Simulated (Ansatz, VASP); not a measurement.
## One calculation of W, two programs

INCAR

```
SYSTEM = W
ALGO     = Normal         ! electronic algorithm
EDIFF    = 1E-6           ! SCF threshold, eV
ENCUT    = 520            ! plane-wave cutoff, eV
GGA      = PS             ! functional
ISIF     = 2              ! what is computed and relaxed
ISMEAR   = -1             ! smearing method
LASPH    = .True.         ! aspherical terms in the spheres
LCHARG   = .False.        ! write CHGCAR
LREAL    = .False.        ! projectors in reciprocal space
LWAVE    = .False.        ! write WAVECAR
NBANDS   = 13             ! bands
NELM     = 100            ! most SCF steps
PREC     = Accurate       ! precision mode
SIGMA    = 0.05           ! smearing width, eV
```

KPOINTS

```
k-points
0
Gamma
  14 14 14
  0 0 0
```

File POSCAR:

```
W
1.0
    0.0203000000      2.0401500000      2.0401500000
    2.0401500000      0.0203000000      2.0401500000
    2.0401500000      2.0401500000      0.0203000000
W
1
Direct
    0.0000000000      0.0000000000      0.0000000000
```

Input for Ansatz:

```yaml
crystal:
  lattice:
    - [0.0203, 2.04015, 2.04015]
    - [2.04015, 0.0203, 2.04015]
    - [2.04015, 2.04015, 0.0203]
  atoms:
    - { symbol: W, position: [0.0, 0.0, 0.0] }
kpoints:
  mp_grid: { grid: [14, 14, 14] }
  band_path:
    path:
      - [0.0, 0.0, 0.0]
      - [0.5, 0.5, 0.5]
      - [0.247543133, 0.5, 0.752456867]
      - [-0.247543133, 0.247543133, 0.5]
      - [0.0, 0.0, 0.5]
      - [0.0, 0.0, 0.0]
      - [-0.3737715665, 0.0, 0.3737715665]
      - [0.0, 0.3737715665, 0.6262284335]
      - [0.0, 0.5, 0.5]
    npoints: 5
scf:
  occupations: { method: fermi_dirac, width: 0.05 }
hamiltonian:
  xc: pbesol
  pseudopotentials: { kind: all_electron, lapw: { basis_error: 0.001 } }
output:
  forces: true
  stress: true
  eigenvalues: true
```

Change from the starting cell: equal xy, yz and zx shear strains of +1 %.

Alike in both runs: task single point; functional PBEsol; k mesh 14 × 14 × 14; occupations fermi-dirac, width 0.05 eV; no spin polarisation.

```csv
,VASP,Ansatz
version,VASP 6.6.1,Ansatz 0.2.0
potentials or method,"VASP PAW PBE potentials, release 64 (W_sv), cutoff 520 eV","all-electron LAPW, scalar-relativistic"
```

```csv
,VASP,Ansatz,Ansatz less VASP
pressure (GPa),-12.1,-12.4,-0.34
"traceless stress, the component that is largest in VASP (GPa)",1.38,1.36,-0.021
```

VASP's potentials were made for PBE, not for PBEsol. Ansatz ran all-electron here, and VASP with PAW potentials.

Spin-orbit coupling is off throughout.
